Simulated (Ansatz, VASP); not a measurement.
**SrTl in VASP and in Ansatz**

File INCAR:

```
SYSTEM = SrTl
  PREC = Accurate
  ENCUT = 520
  EDIFF = 1E-8
  ISMEAR = -1
  SIGMA = 0.05
  LREAL = .FALSE.
  LASPH = .TRUE.
  NELM = 60
  ALGO = Normal
  ISIF = 2
  LWAVE = .FALSE.
  LCHARG = .FALSE.
  GGA = CA
  LEFG = .TRUE.
  NBANDS = 18
```

KPOINTS

```
regular mesh
0
G
  8 8 8
  0 0 0
```

Contents of POSCAR:

```
SrTl
1.0
    4.0320000000     -0.0201600000     -0.0201600000
   -0.0201600000      4.0320000000     -0.0201600000
   -0.0201600000     -0.0201600000      4.0320000000
Sr Tl
1 1
Direct
    0.0000000000      0.0000000000      0.0000000000
    0.5000000000      0.5000000000      0.5000000000
```

Input for Ansatz:

```yaml
crystal:
  lattice:
    - [4.032, -0.02016, -0.02016]
    - [-0.02016, 4.032, -0.02016]
    - [-0.02016, -0.02016, 4.032]
  atoms:
    - { symbol: Sr, position: [0.0, 0.0, 0.0] }
    - { symbol: Tl, position: [0.5, 0.5, 0.5] }
kpoints:
  mp_grid: { grid: [8, 8, 8] }
scf:
  occupations: { method: fermi_dirac, width: 0.05 }
hamiltonian:
  xc: lda
  pseudopotentials: { kind: paw }
output:
  forces: true
  stress: true
  eigenvalues: true
  efg: { contact_densities: true }
  write_density: true
  write_potential: true
  elf: true
  volumetric_format: npy
```

Change from the starting cell: equal xy, yz and zx shear strains of -1 %, PAW files.

Alike in both runs: task electric field gradients; functional LDA; k mesh 8 × 8 × 8; occupations fermi-dirac, width 0.05 eV; no spin polarisation.

```csv
,VASP,Ansatz
version,VASP 6.6.1,Ansatz 0.2.0
potentials or method,"VASP PAW LDA potentials, release 64 (Sr_sv, Tl_d)","PAW with Ansatz's default frozen-core files, scalar-relativistic"
plane-wave cutoff (eV),520,420
valence electrons in the cell,23,23
```

Ansatz gave:

```
pressure (GPa)                                                : -1.8
traceless stress, the component that is largest in VASP (GPa) : 0.21
size of Vzz on the site where it differs most (V/Å²)          : 0.2
```

Q: Estimate VASP's values.

A: Pressure (GPa): -1.8; traceless stress, the component that is largest in VASP (GPa): 0.22; size of Vzz on the site where it differs most (V/Å²): 3.2.

LDA's correlation is that of Perdew and Zunger in VASP and of Perdew and Wang (1992) in Ansatz.

Spin-orbit coupling is off throughout.
